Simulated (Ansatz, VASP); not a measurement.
C: VASP beside Ansatz

The input INCAR:

```
SYSTEM = C
PREC = Accurate
ENCUT = 520
EDIFF = 1E-8
ISMEAR = -1
SIGMA = 0.08
LREAL = .FALSE.
LASPH = .TRUE.
NELM = 100
ALGO = Normal
ISIF = 2
LWAVE = .FALSE.
LCHARG = .FALSE.
GGA = CA
LEFG = .TRUE.
NBANDS = 11
```

Contents of KPOINTS:

```
Automatic mesh
0
G
  20 20 20
  0 0 0
```

The input POSCAR:

```
C
1.0
    0.0000000000      1.7592970453      1.7592970453
    1.7592970453      0.0000000000      1.7592970453
    1.7592970453      1.7592970453      0.0000000000
C
2
Direct
    0.5000000000      0.5000000000      0.5000000000
    0.7500000000      0.7500000000      0.7500000000
```

Input for Ansatz:

```yaml
crystal:
  lattice:
    - [0.0, 1.7592970453, 1.7592970453]
    - [1.7592970453, 0.0, 1.7592970453]
    - [1.7592970453, 1.7592970453, 0.0]
  atoms:
    - { symbol: C, position: [0.5, 0.5, 0.5] }
    - { symbol: C, position: [0.75, 0.75, 0.75] }
kpoints:
  mp_grid: { grid: [20, 20, 20] }
scf:
  occupations: { method: fermi_dirac, width: 0.08 }
hamiltonian:
  xc: lda
  pseudopotentials: { kind: all_electron, datasets: crystal }
output:
  forces: true
  stress: true
  eigenvalues: true
  efg: { contact_densities: true }
```

Change from the starting cell: volume scaled by 0.96, crystal datasets.

Alike in both runs: task electric field gradients; functional LDA; k mesh 20 × 20 × 20; occupations fermi-dirac, width 0.08 eV; no spin polarisation.

|  | VASP | Ansatz |
| --- | --- | --- |
| version | VASP 6.6.1 | Ansatz 0.2.0 |
| potentials or method | VASP PAW LDA potentials, release 64 (C), cutoff 520 eV | all-electron PAW with datasets made for the crystal, scalar-relativistic |

|  | VASP | Ansatz | Ansatz less VASP |
| --- | --- | --- | --- |
| gap on the k mesh at the Fermi level (eV) | 4.20 | 4.21 | +0.006 |
| pressure (GPa) | 7.0 | 5.5 | -1.54 |

LDA's correlation is that of Perdew and Zunger in VASP and of Perdew and Wang (1992) in Ansatz. Ansatz ran all-electron here, and VASP with PAW potentials.
